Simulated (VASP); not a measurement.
# Be2ZnTe5 (P1) in VASP: single point with PBE

Aim: the single point of Be2ZnTe5 with PBE.

Everything below comes from runs of VASP 6.6.1. Logs are shortened: lines on timing, memory, paths and dates and some standing lists are left out, and cuts for length are marked.

## Step 1: The cell of the first run

The typed cell holds 8 atoms: a = 6.473 Å, b = 6.474 Å, c = 6.475 Å, α = 105.46°, β = 105.44°, γ = 117.86°.

## Step 2: Single point, PBE

Input file INCAR:

```
SYSTEM = Be2ZnTe5
PREC     = Accurate       ! precision mode
ENCUT    = 520            ! plane-wave cutoff, eV
EDIFF    = 1E-6           ! SCF threshold, eV
ISMEAR   = 0              ! smearing method
SIGMA    = 0.1            ! smearing width, eV
LREAL    = .FALSE.        ! projectors in reciprocal space
LASPH    = .TRUE.         ! aspherical terms in the spheres
NELM     = 80             ! most SCF steps
ALGO     = Normal         ! electronic algorithm
ISIF     = 2              ! what is computed and relaxed
LWAVE    = .FALSE.        ! write WAVECAR
LCHARG   = .FALSE.        ! write CHGCAR
GGA      = PE             ! functional
NBANDS   = 33             ! bands
```

Input file KPOINTS:

```
Automatic mesh
0
G
  4 4 4
  0 0 0
```

Input file POSCAR:

```
Be2ZnTe5
1.0
   -3.9202853845      3.9203844140      3.3400547294
    3.9199504903     -3.9213089566      3.3413310260
    3.9213036491      3.9223704485     -3.3413719245
Be Zn Te
2 1 5
Direct
    0.7613460994      0.2615232046      0.5003176324
    0.2612292789      0.7613937746      0.5003418895
    0.4265581841      0.4267011324     -0.0010111509
    0.3612696665      0.8334739215      0.1748680903
    0.6591450985      0.1868046597      0.8257990959
    0.8332030994      0.6590519642      0.4722419524
    0.1865633064      0.3611432448      0.5277098700
    0.0106852668      0.0099080983      0.9997326205
```

Potentials or basis: VASP PAW PBE potentials, release 64 (Be, Zn, Te).

Launch:

```bash
cat potpaw_PBE.64/Be/POTCAR potpaw_PBE.64/Zn/POTCAR potpaw_PBE.64/Te/POTCAR > POTCAR
mpirun -np 1 vasp_std > vasp.out
```

OUTCAR:

```text
SYSTEM = Be2ZnTe5
   PREC = Accurate
   ENCUT = 520
   EDIFF = 1E-6
   ISMEAR = 0
   LREAL = .FALSE.
   LASPH = .TRUE.
   NELM = 80
   ISIF = 2
   GGA = PE

 ion  position               nearest neighbor table
   1  0.761  0.262  0.500-   7 2.46   6 2.46   5 2.47   4 2.47
   2  0.261  0.761  0.500-   5 2.46   4 2.46   7 2.47   6 2.47
   3  0.427  0.427  0.999-   8 2.78   7 2.84   5 2.84   4 2.85   6 2.85
   4  0.361  0.833  0.175-   2 2.46   1 2.47   3 2.85   8 3.08   5 3.62
   5  0.659  0.187  0.826-   2 2.46   1 2.47   3 2.84   8 3.08   4 3.62
   6  0.833  0.659  0.472-   1 2.46   2 2.47   3 2.85   8 3.08   7 3.62
   7  0.187  0.361  0.528-   1 2.46   2 2.47   3 2.84   8 3.09   6 3.62
   8  0.011  0.010  1.000-   3 2.78   6 3.08   4 3.08   5 3.08   7 3.09

  LATTYP: Found a triclinic cell.
 ALAT       =     6.4725587711
 B/A-ratio  =     1.7132016912
 C/A-ratio  =     1.0001600257
 COS(alpha) =     0.0000723503
 COS(beta)  =     0.2662982304
 COS(gamma) =     0.8565092249

  Lattice vectors:

 A1 = (   3.9202853845,  -3.9203844140,  -3.3400547294)
 A2 = (   7.8402358748,  -7.8416933706,   0.0012762966)
 A3 = (  -3.9209687549,  -3.9214459059,  -3.3400138309)

Analysis of symmetry for initial positions (statically):
=====================================================================
 Subroutine PRICEL returns:
 Original cell was already a primitive cell.

 Routine SETGRP: Setting up the symmetry group for a
 triclinic supercell.

 Subroutine GETGRP returns: Found  1 space group operations
 (whereof  1 operations were pure point group operations)
 out of a pool of  2 trial point group operations.

The static configuration has the point symmetry C_1 .

Analysis of symmetry for dynamics (positions and initial velocities):
=====================================================================
 Subroutine PRICEL returns:
 Original cell was already a primitive cell.

 Routine SETGRP: Setting up the symmetry group for a
 triclinic supercell.

 Subroutine GETGRP returns: Found  1 space group operations
 (whereof  1 operations were pure point group operations)
 out of a pool of  2 trial point group operations.

The dynamic configuration has the point symmetry C_1 .

 Subroutine INISYM returns: Found  1 space group operations
 (whereof  1 operations are pure point group operations),
 and found     1 'primitive' translations

----------------------------------------------------------------------------------------

                                     Primitive cell

  volume of cell :     205.4427

  direct lattice vectors                    reciprocal lattice vectors
    -3.920285385  3.920384414  3.340054729    -0.000016484  0.127531359  0.149687197
     3.919950490 -3.921308957  3.341331026     0.127531399  0.000008580  0.149675944
     3.921303649  3.922370449 -3.341371925     0.127513361  0.127489665  0.000024033

  length of vectors
     6.472558771  6.473574654  6.475058191     0.196648175  0.196639635  0.180314371

  position of ions in fractional coordinates (direct lattice)
     0.761346099  0.261523205  0.500317632
     0.261229279  0.761393775  0.500341889
     0.426558184  0.426701132  0.998988849
     0.361269667  0.833473922  0.174868090
     0.659145098  0.186804660  0.825799096
     0.833203099  0.659051964  0.472241952
     0.186563306  0.361143245  0.527709870
     0.010685267  0.009908098  0.999732620

  ion indices of the primitive-cell ions
   primitive index   ion index
                 1           1
                 2           2
                 3           3
                 4           4
                 5           5
                 6           6
                 7           7
                 8           8

----------------------------------------------------------------------------------------

 KPOINTS: Automatic mesh

Automatic generation of k-mesh.
 Grid dimensions read from file:
 generate k-points for:    4    4    4

 Generating k-lattice:

  Cartesian coordinates                     Fractional coordinates (reciprocal lattice)
    -0.000004121  0.031882840  0.037421799     0.250000000 -0.000000000  0.000000000
     0.031882850  0.000002145  0.037418986    -0.000000000  0.250000000  0.000000000
     0.031878340  0.031872416  0.000006008    -0.000000000 -0.000000000  0.250000000

  Length of vectors
     0.049162044  0.049159909  0.045078593

  Shift w.r.t. Gamma in fractional coordinates (k-lattice)
     0.000000000  0.000000000  0.000000000

 Subroutine IBZKPT returns following result:
 ===========================================

 Found     36 irreducible k-points:

 Following reciprocal coordinates:
            Coordinates               Weight
  0.000000  0.000000  0.000000      1.000000
  0.250000  0.000000 -0.000000      2.000000
  0.500000  0.000000 -0.000000      1.000000
  0.000000  0.250000  0.000000      2.000000
  0.250000  0.250000 -0.000000      2.000000
  0.500000  0.250000  0.000000      2.000000
[... 16 lines left out ...]
  0.000000 -0.250000  0.250000      2.000000
  0.250000 -0.250000  0.250000      2.000000
 [... further k-points ...]
   k-points           NKPTS =     36   k-points in BZ     NKDIM =     36   number of bands    NBANDS=     33
   number of dos      NEDOS =    301   number of ions     NIONS =      8
   total plane-waves  NPLWV = 110592
   dimension x,y,z NGX =    48 NGY =   48 NGZ =   48
   dimension x,y,z NGXF=    96 NGYF=   96 NGZF=   96
   ions per type =               2   1   5
   NGX,Y,Z   is equivalent  to a cutoff of  12.33, 12.33, 12.32 a.u.
   NGXF,Y,Z  is equivalent  to a cutoff of  24.66, 24.65, 24.65 a.u.
 SYSTEM =  Be2ZnTe5
   PREC   = accura    normal or accurate (medium, high low for compatibility)
   ISTART =      0    job   : 0-new  1-cont  2-samecut
   ICHARG =      2    charge: 1-file 2-atom 10-const
   ISPIN  =      1    spin polarized calculation?
   LNONCOLLINEAR =      F non collinear calculations
   LSORBIT =      F    spin-orbit coupling
   LASPH  =      T    aspherical Exc in radial PAW
   ENCUT  =  520.0 eV  38.22 Ry    6.18 a.u.  12.03 12.04 12.04*2*pi/ulx,y,z
   NELM   =     80;   NELMIN=  2; NELMDL= -5     # of ELM steps
   EDIFF  = 0.1E-05   stopping-criterion for ELM
   LREAL  =      F    real-space projection
   EDIFFG = 0.1E-04   stopping-criterion for IOM
   NSW    =      0    number of steps for IOM
   IBRION =     -1    ionic relax: 0-MD 1-quasi-New 2-CG
   NFREE  =      0    steps in history (QN), initial steepest desc. (CG)
   ISIF   =      2    stress and relaxation
   ISYM   =      2    0-nonsym 1-usesym 2-fastsym
   POTIM  = 0.5000    time-step for ionic-motion
   TEBEG  =    0.0;   TEEND  =   0.0 temperature during run
   PSTRESS=    0.0 pullay stress
   NELECT =      46.0000    total number of electrons
   NUPDOWN=      -1.0000    fix difference up-down
   EMIN   =  10.00;   EMAX   =-10.00  energy-range for DOS
   EFERMI =   0.00;   METHOD = LEGACY
   ISMEAR =     0;   SIGMA  =   0.10  broadening in eV -4-tet -1-fermi 0-gaus
   EFERMI_NEDOS =   21; number of points for ismear=-14 and -15
   IALGO  =     38    algorithm
   IMIX   =      4    mixing-type and parameters
     AMIX     =   0.40;   BMIX     =  1.00
     AMIX_MAG =   1.60;   BMIX_MAG =  1.00
  volume/ion in A,a.u.               =      25.68       173.30
  Fermi-wavevector in a.u.,A,eV,Ry     =   0.994101  1.878579 13.445780  0.988237
  Thomas-Fermi vector in A             =   2.126029
   LORBIT       =      0    0 simple, 1 ext, 2 COOP (PROOUT), +10 PAW based schemes
   GGA     = PE    functional components
   LHFCALC =     F    Hartree Fock is set to
   AEXX    =    0.0000 exact exchange contribution
   IVDW    =     0    specifies the selected vdW correction
   LEPSILON=     F    determine dielectric tensor
   LRPA    =     F    only Hartree local field effects (RPA)
 non-spin polarized calculation
 Gauss-broadening in eV      SIGMA  =   0.10
  energy-cutoff  :      520.00
  volume of cell :      205.44
 maximum number of plane-waves:      5560
   NGX = 25   NGY = 25   NGZ = 25

 number of electron      46.0000000 magnetization

 Free energy of the ion-electron system (eV)
  ---------------------------------------------------
  ext. energy  EPLUGINS =         0.00000000
  ---------------------------------------------------
  free energy    TOTEN  =       -25.60544443 eV

  energy without entropy =      -25.60544419  energy(sigma->0) =      -25.60544431

 E-fermi :   5.5168     XC(G=0):  -9.3300

 val. band max:        5.2067817183   @ k =   0.5000   0.5000  -0.0000
 cond. band min:       5.8402542329   @ k =  -0.2500   0.2500   0.5000
 fundamental gap:      0.6334725146
 Fermi energy:         5.5168138402

 k-point     1 :       0.0000    0.0000    0.0000
  band No.  band energies     occupation
      1      -7.4998      2.00000
      2      -5.4657      2.00000
      3      -5.2402      2.00000
      4      -5.0654      2.00000
      5      -5.0648      2.00000
      6      -1.8112      2.00000
[... 25 lines left out ...]
     32      10.7263      0.00000
     33      10.8266      0.00000

 k-point     2 :       0.2500    0.0000   -0.0000
  band No.  band energies     occupation
      1      -7.2907      2.00000
      2      -5.7124      2.00000
      3      -5.5020      2.00000
      4      -5.2017      2.00000
      5      -4.8349      2.00000
      6      -1.8262      2.00000
[... 25 lines left out ...]
     32      10.7335      0.00000
     33      11.1911      0.00000

 k-point     3 :       0.5000    0.0000   -0.0000
  band No.  band energies     occupation
      1      -6.9462      2.00000
      2      -6.1662      2.00000
      3      -5.5599      2.00000
      4      -5.3296      2.00000
      5      -4.7513      2.00000
      6      -1.8409      2.00000
[... 25 lines left out ...]
     32      10.5220      0.00000
     33      10.7420      0.00000

 k-point     4 :       0.0000    0.2500    0.0000
  band No.  band energies     occupation
      1      -7.2906      2.00000
      2      -5.7123      2.00000
      3      -5.5020      2.00000
      4      -5.2021      2.00000
      5      -4.8350      2.00000
      6      -1.8262      2.00000
[... 25 lines left out ...]
     32      10.7369      0.00000
     33      11.2033      0.00000

 k-point     5 :       0.2500    0.2500   -0.0000
  band No.  band energies     occupation
      1      -6.9749      2.00000
      2      -5.8860      2.00000
      3      -5.8448      2.00000
      4      -5.3694      2.00000
      5      -4.6904      2.00000
      6      -1.8390      2.00000
[... 604 lines left out ...]
 k-point    22 :      -0.2500    0.5000    0.2500
  band No.  band energies     occupation
      1      -6.8416      2.00000
      2      -6.0658      2.00000
      3      -5.5940      2.00000
      4      -5.4784      2.00000
      5      -4.9359      2.00000
      6      -1.8414      2.00000
[... 25 lines left out ...]
     32       9.9988      0.00000
     33      10.3813      0.00000

 k-point    23 :       0.0000   -0.2500    0.2500
  band No.  band energies     occupation
      1      -7.2907      2.00000
      2      -5.7134      2.00000
      3      -5.5021      2.00000
      4      -5.2013      2.00000
      5      -4.8340      2.00000
      6      -1.8263      2.00000
[... 25 lines left out ...]
     32      10.7354      0.00000
     33      11.1931      0.00000

 k-point    24 :       0.2500   -0.2500    0.2500
  band No.  band energies     occupation
      1      -7.0972      2.00000
      2      -6.0094      2.00000
      3      -5.5641      2.00000
      4      -5.3081      2.00000
      5      -4.6839      2.00000
      6      -1.8310      2.00000
[... 25 lines left out ...]
     32      10.5269      0.00000
     33      10.9756      0.00000

 [... further k-points ...]

------------------------ aborting loop because EDIFF is reached ----------------------------------------

  FORCE on cell =-STRESS in cart. coord.  units (eV):
  Direction    XX          YY          ZZ          XY          YZ          ZX
  --------------------------------------------------------------------------------------
  -------------------------------------------------------------------------------------
  Total        0.0668155      0.0651309      0.1109502     -0.0028059      0.0190263     -0.0041410
  in kB        0.5210710      0.5079333      0.8652625     -0.0218820      0.1483799     -0.0322944
  external PRESSURE =       0.6314223 kB  Pullay stress =       0.0000000 kB

 VOLUME and BASIS-vectors are now :
 -----------------------------------------------------------------------------
  energy-cutoff  :      520.00
  volume of cell :      205.44
      direct lattice vectors                 reciprocal lattice vectors
    -3.920285385  3.920384414  3.340054729    -0.000016484  0.127531359  0.149687197
     3.919950490 -3.921308957  3.341331026     0.127531399  0.000008580  0.149675944
     3.921303649  3.922370449 -3.341371925     0.127513361  0.127489665  0.000024033

 POSITION                                       TOTAL-FORCE (eV/Angst)
 -----------------------------------------------------------------------------------
      0.00236      3.92169      1.74503         0.000559     -0.001420     -0.003039
      3.92253      0.00099      1.74476         0.000160      0.000370     -0.000907
      3.91776      3.91745     -0.48752         0.001009      0.002642      0.006841
      2.53661     -1.16610      3.40727        -0.016662     -0.010860      0.005372
      1.38644      5.09067      0.06645         0.014124      0.011310      0.003889
      1.16886      2.53444      3.40712         0.008582     -0.012536      0.003410
      2.75359      1.38512      0.06656        -0.012307      0.013509      0.006228
      3.91721      3.92436     -3.27168         0.004535     -0.003015     -0.021794
 -----------------------------------------------------------------------------------
    total drift:                                0.000091      0.000124     -0.000001

  FREE ENERGIE OF THE ION-ELECTRON SYSTEM (eV)
  ---------------------------------------------------
  free  energy   TOTEN  =       -25.6054444340 eV

  energy  without entropy=      -25.6054441916  energy(sigma->0) =      -25.60544431
```

Run time: 7.4 min. Hardware: 1 thread of Intel Xeon 8259CL, shared host; peak memory 0.47 GiB.

What came out:

- Free energy: -25.6054 eV
- Pressure: 0.1 GPa
- Largest force: 0.022 eV/Å
- Band gap on the k mesh: 0.63 eV (least direct gap 0.76 eV)

Forces on the atoms (eV/Å):
```
Be   0.001 -0.001 -0.003
Be   0.000  0.000 -0.001
Zn   0.001  0.003  0.007
Te  -0.017 -0.011  0.005
Te   0.014  0.011  0.004
Te   0.009 -0.013  0.003
Te  -0.012  0.014  0.006
Te   0.005 -0.003 -0.022
```

Caveat: semilocal functionals underestimate gaps, and a narrow one can read as zero; spin-orbit coupling is left out, which moves the levels of the heavy elements. A k mesh can miss the band edges.
